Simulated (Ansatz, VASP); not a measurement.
**Two plane-wave programs on ZnO**

File INCAR:

```
SYSTEM = ZnO
  PREC = Accurate
  ENCUT = 520
  EDIFF = 1E-6
  ISMEAR = -1
  SIGMA = 0.05
  LREAL = .False.
  LASPH = .True.
  NELM = 80
  ALGO = Normal
  ISIF = 2
  LWAVE = .False.
  LCHARG = .False.
  GGA = CA
  NBANDS = 26
```

Contents of KPOINTS:

```
regular mesh
0
Gamma
  9 9 4
  0 0 0
```

File POSCAR:

```
ZnO
1.0
    3.2208469546      0.0000000000      0.0000000000
   -1.6104234772      2.7893352843      0.0000000000
    0.0000000000      0.0000000000      6.9848812955
Zn O
2 2
Direct
    0.0000000000      0.0000000000      0.2500000000
    0.0000000000      0.0000000000      0.7500000000
    0.6666666667      0.3333333333      0.7500000000
    0.3333333333      0.6666666667      0.2500000000
```

Contents of input.yaml:

```yaml
crystal:
  lattice:
    - [3.2208469546, 0.0, 0.0]
    - [-1.6104234772, 2.7893352843, 0.0]
    - [0.0, 0.0, 6.9848812955]
  atoms:
    - { symbol: Zn, position: [0.0, 0.0, 0.25] }
    - { symbol: Zn, position: [0.0, 0.0, 0.75] }
    - { symbol: O, position: [0.6666666667, 0.3333333333, 0.75] }
    - { symbol: O, position: [0.3333333333, 0.6666666667, 0.25] }
hamiltonian:
  xc: lda
  pseudopotentials: { kind: paw }
kpoints:
  mp_grid: { grid: [9, 9, 4] }
scf:
  occupations: { method: fermi_dirac, width: 0.05 }
output:
  forces: true
  stress: true
  eigenvalues: true
```

Alike in both runs: task single point; functional LDA; k mesh 9 × 9 × 4; occupations fermi-dirac, width 0.05 eV; no spin polarisation.

|  | VASP | Ansatz |
| --- | --- | --- |
| version | VASP 6.6.1 | Ansatz 0.2.0 |
| potentials or method | VASP PAW LDA potentials, release 64 (Zn, O) | Ansatz PAW |
| plane-wave cutoff (eV) | 520 | 420 |
| valence electrons in the cell | 36 | 36 |

Ansatz gave:

```
gap on the k mesh at the Fermi level (eV)                     : 0.74
least direct gap on the mesh (eV)                             : 0.74
pressure (GPa)                                                : -2.8
traceless stress, the component that is largest in VASP (GPa) : 1.00
```

Question: What did VASP give for the same quantities?

Answer: gap on the k mesh at the Fermi level (eV): 0.76; least direct gap on the mesh (eV): 0.76; pressure (GPa): -1.8; traceless stress, the component that is largest in VASP (GPa): -0.07.

LDA's correlation is that of Perdew and Zunger in VASP and of Perdew and Wang (1992) in Ansatz.

Noted on Ansatz's run: odd divisions of the mesh miss points on the zone boundary, where band edges often lie, so the gap on the mesh can be too wide.
